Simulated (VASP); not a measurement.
The system is Si2Cl.

```
CELL_PARAMETERS angstrom
3.56157 0.00000 0.00000
0.00000 3.56157 0.00000
0.00000 0.00000 5.07535
ATOMIC_POSITIONS crystal
Si 0.50000 0.50000 0.50000
Si 0.50000 0.50000 0.00000
Cl 0.00000 0.00000 0.50000
```

* Program: VASP 6.6.1
* Task: relaxation of cell and atoms
* Functional: PBE
* Potentials or basis: VASP PAW PBE potentials, release 64 (Si, Cl)
* Cutoff: 600 eV
* k mesh: 14 × 14 × 10
* Occupations: gaussian, width 0.1 eV
* Spin: no spin polarisation

At the start: pressure 0.2 GPa; volume 21.46 Å³/atom.

How do energy, volume and symmetry change on relaxing?

Over 3 steps the energy falls by 2.3 meV/atom and the volume is 21.63 Å³/atom (+0.8 %); space group P4/mmm (No. 123, to 0.05 Å).

The path:
| step | energy change (eV) | largest force (eV/Å) | pressure (GPa) | volume (Å³) |
| --- | --- | --- | --- | --- |
| 1 | 0.0000 | 0.0000 | 0.24 | 64.38 |
| 2 | -0.0056 | 0.0000 | 0.10 | 64.68 |
| 3 | -0.0068 | 0.0000 | 0.02 | 64.88 |

Final structure:
```
CELL_PARAMETERS angstrom
3.59804 0.00000 0.00000
0.00000 3.59804 0.00000
0.00000 0.00000 5.01175
ATOMIC_POSITIONS crystal
Si 0.50000 0.50000 0.50000
Si 0.50000 0.50000 0.00000
Cl 0.00000 0.00000 0.50000
```

Caveat: an odd number of electrons without spin polarisation forces a metal; a magnetic or distorted state may lie lower.
